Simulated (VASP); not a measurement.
Sc:

```
CELL_PARAMETERS angstrom
3.32807 0.00000 0.00000
-1.66404 2.88219 0.00000
0.00000 0.00000 5.21215
ATOMIC_POSITIONS crystal
Sc 0.33333 0.66667 0.25000
Sc 0.66667 0.33333 0.75000
```

Base run:

* Program: VASP 6.6.1
* Functional: r2SCAN
* Potentials or basis: VASP PAW PBE potentials, release 64 (Sc_sv)
* Cutoff: 520 eV
* k mesh: 11 × 11 × 6
* Occupations: fermi-dirac, width 0.3 eV
* Spin: no spin polarisation

Its results: band gap on the k mesh zero (bands 11 and 12 overlap by 1.52 eV); pressure 1.1 GPa.

Question: The run is repeated on the same cell with these changes: occupations from fermi-dirac, width 0.3 eV to fermi-dirac, width 0.1 eV. What comes out?

Answer: Band gap on the k mesh zero (bands 11 and 12 overlap by 1.52 eV); pressure 0.2 GPa.

Caveats: the PAW data sets were made with another functional, which shifts forces and pressure a little; so wide a smearing shifts energies and pressures (at least some runs).
